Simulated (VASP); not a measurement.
A run of VASP 6.6.1 is set up as follows.

The input INCAR:

```
ALGO = Normal ; EDIFF = 1E-8
ENCUT = 500 ; GGA = PS
GGA_COMPAT = F ; IBRION = 8
ISIF = 2 ; ISMEAR = 0
KPAR = 4 ; LASPH = T
LCHARG = F ; LEPSILON = T
LREAL = F ; LWAVE = F
NBANDS = 36 ; NELM = 120
NSW = 1 ; PREC = Accurate
SIGMA = 0.01
```

KPOINTS

```
k-points
0
Gamma
  6 6 6
```

POSCAR

```
ZnSiP2
1.0
   -2.6764216328      2.6764216328      5.2231033262
    2.6764216328     -2.6764216328      5.2231033262
    2.6764216328      2.6764216328     -5.2231033262
Zn P Si
2 4 2
Direct
    0.0000000000      0.0000000000      0.0000000000
    0.7500000000      0.2500000000      0.5000000000
    0.3750000000      0.3895443595      0.5145443595
    0.1395443595      0.6250000000      0.0145443595
    0.8750000000      0.8604556405      0.4854556405
    0.6104556405      0.1250000000     -0.0145443595
    0.5000000000      0.5000000000      0.0000000000
    0.2500000000      0.7500000000      0.5000000000
```

Potentials or basis: VASP PAW PBE potentials, release 64 (Zn, P, Si).

Command:

```console
$ cat potpaw_PBE.64/Zn/POTCAR potpaw_PBE.64/P/POTCAR potpaw_PBE.64/Si/POTCAR > POTCAR
$ mpirun -np 4 vasp_std > vasp.out
```

Estimate the electronic dielectric tensor (diagonal).

10.79, 10.79, 10.94.

Estimate the Born charges (mean of the diagonal).

Zn +1.57; P -1.87; Si +2.16 e.

Predict the highest phonon frequency at Γ.

483 cm⁻¹.

Born effective charge tensors (e):
atom 1, Zn
```
 1.66  0.03  0.00
-0.03  1.66  0.00
 0.00  0.00  1.40
```
atom 2, Zn
```
 1.66 -0.03  0.00
 0.03  1.66  0.00
 0.00  0.00  1.40
```
atom 3, P
```
-1.80  0.00  0.00
 0.00 -1.93  0.21
 0.00  0.13 -1.87
```
atom 4, P
```
-1.93  0.00  0.21
 0.00 -1.80  0.00
 0.13  0.00 -1.87
```
atom 5, P
```
-1.80  0.00  0.00
 0.00 -1.93 -0.21
 0.00 -0.13 -1.87
```
atom 6, P
```
-1.93  0.00 -0.21
 0.00 -1.80  0.00
-0.13  0.00 -1.87
```
atom 7, Si
```
 2.08 -0.10  0.00
 0.10  2.08  0.00
 0.00  0.00  2.34
```
atom 8, Si
```
 2.08  0.10  0.00
-0.10  2.08  0.00
 0.00  0.00  2.34
```
